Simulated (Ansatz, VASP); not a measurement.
**Two plane-wave programs on CoW3**

INCAR

```
SYSTEM = CoW3
PREC = Accurate
ENCUT = 520
EDIFF = 1E-7
ISMEAR = 0
SIGMA = 0.15
LREAL = .False.
LASPH = .True.
NELM = 60
ALGO = Fast
ISIF = 2
LWAVE = .False.
LCHARG = .True.
GGA = PS
LELF = .True.
LVHAR = .True.
NBANDS = 34
```

Contents of KPOINTS:

```
regular mesh
0
Gamma
  12 12 12
  0 0 0
```

The input POSCAR:

```
CoW3
1.0
    3.6653327280      0.0000000000      0.0000000000
    0.0000000000      3.6653327280      0.0000000000
    0.0000000000      0.0000000000      3.6653327280
Co W
1 3
Direct
    0.0000000000      0.0000000000      0.0000000000
    0.0000000000      0.5000000000      0.5000000000
    0.5000000000      0.0000000000      0.5000000000
    0.5000000000      0.5000000000      0.0000000000
```

Input for Ansatz:

```yaml
crystal:
  lattice:
    - [3.665332728, 0.0, 0.0]
    - [0.0, 3.665332728, 0.0]
    - [0.0, 0.0, 3.665332728]
  atoms:
    - { symbol: Co, position: [0.0, 0.0, 0.0] }
    - { symbol: W, position: [0.0, 0.5, 0.5] }
    - { symbol: W, position: [0.5, 0.0, 0.5] }
    - { symbol: W, position: [0.5, 0.5, 0.0] }
basis:
  ecutwfc: 420
kpoints:
  mp_grid: { grid: [12, 12, 12] }
hamiltonian:
  xc: pbesol
scf:
  occupations: { method: gaussian, width: 0.15 }
output:
  forces: true
  stress: true
  eigenvalues: true
```

Change from the starting cell: strain -0.050 along x and y, -0.050 along z, atoms carried along.

Alike in both runs: task single point; functional PBEsol; k mesh 12 × 12 × 12; occupations gaussian, width 0.15 eV; no spin polarisation.

|  | VASP | Ansatz |
| --- | --- | --- |
| version | VASP 6.6.1 | Ansatz 0.2.0 |
| potentials or method | VASP PAW PBE potentials, release 64 (Co, W_sv), cutoff 520 eV | scalar-relativistic, plane waves, PAW |
| valence electrons in the cell | 51 | 59 |

|  | VASP | Ansatz | Ansatz less VASP |
| --- | --- | --- | --- |
| gap on the k mesh at the Fermi level (eV) | none | none | - |
| pressure (GPa) | 65.1 | 63.3 | -1.73 |

VASP's potentials were made for PBE, not for PBEsol. A gap of «none» marks a metal or a gap that the smearing closes. Both programs put the cell under a high pressure, so it lies far from rest at this level. The functional is the same, so the differences come from potentials, cutoffs and numerics. VASP's potentials hold 51 valence electrons a cell and Ansatz's 59, so a difference there can come from the potentials and not from the codes.

Neither program's run includes spin-orbit coupling. Noted on VASP's run: the cell as given lies far from equilibrium.
